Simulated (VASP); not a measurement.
Crystal: BiIr (wurtzite type).

```xyz
4
Lattice="4.5559 0.0000 0.0000 -2.2779 3.9455 0.0000 0.0000 0.0000 7.4260" Properties=species:S:1:pos:R:3 pbc="T T T"
Ir    0.0000    2.6303    0.0000
Ir    2.2779    1.3152    3.7130
Bi    0.0000    2.6303    2.7922
Bi    2.2779    1.3152    6.5052
```

| Item | Value |
| --- | --- |
| Program | VASP 6.6.1 |
| Task | relaxation of cell and atoms |
| Functional | PBE |
| Potentials or basis | VASP PAW PBE potentials, release 64 (Ir, Bi_d) |
| Cutoff | 600 eV |
| k mesh | 9 × 9 × 5 |
| Occupations | fermi-dirac, width 0.05 eV |
| Spin | no spin polarisation |

At the start: pressure -8.1 GPa; volume 33.37 Å³/atom.

**Question.** How do energy, volume and symmetry change on relaxing?

**Answer.** Over 23 steps the energy falls by 141.1 meV/atom and the volume is 28.64 Å³/atom (-14.2 %); space group P6_3mc (No. 186, to 0.05 Å).

The path:
| step | energy change (eV) | largest force (eV/Å) | pressure (GPa) | volume (Å³) |
| --- | --- | --- | --- | --- |
| 1 | 0.0000 | 0.0240 | -8.15 | 133.48 |
| 2 | -0.0688 | 0.1296 | 12.87 | 103.31 |
| 3 | -0.5183 | 0.0626 | -0.21 | 116.20 |
| 4 | -0.5185 | 0.0635 | 0.02 | 115.87 |
| 5 | -0.5204 | 0.0780 | 0.03 | 115.86 |
| 6 | -0.5270 | 0.1158 | 0.04 | 115.83 |
| 7 | -0.5421 | 0.1581 | -0.02 | 115.72 |
| 8 | -0.5617 | 0.1218 | -0.34 | 115.36 |
| 9 | -0.5623 | 0.1069 | -0.42 | 115.27 |
| 10 | -0.5638 | 0.0575 | -0.25 | 114.91 |
| 11 | -0.5643 | 0.0099 | -0.09 | 114.56 |
| 12 | -0.5643 | 0.0057 | -0.08 | 114.54 |
| 13 | -0.5643 | 0.0036 | -0.07 | 114.52 |
| 14 | -0.5643 | 0.0067 | -0.05 | 114.50 |
| 15 | -0.5644 | 0.0117 | 0.05 | 114.43 |
| 16 | -0.5644 | 0.0125 | 0.07 | 114.42 |
| 17 | -0.5645 | 0.0018 | 0.04 | 114.51 |
| 18 | -0.5645 | 0.0061 | 0.03 | 114.53 |
| 19 | -0.5645 | 0.0058 | 0.02 | 114.52 |
| 20 | -0.5645 | 0.0039 | 0.03 | 114.52 |
| 21 | -0.5645 | 0.0044 | 0.02 | 114.51 |
| 22 | -0.5645 | 0.0044 | 0.02 | 114.51 |
| 23 | -0.5645 | 0.0039 | 0.01 | 114.54 |

Final structure:
```
Ir Bi
1.0
     4.18164    0.00000    0.00000
    -2.09082    3.62140    0.00000
     0.00000    0.00000    7.56401
Ir Bi
2 2
Direct
  0.33333 0.66667 0.01027
  0.66667 0.33333 0.51027
  0.33333 0.66667 0.36573
  0.66667 0.33333 0.86573
```
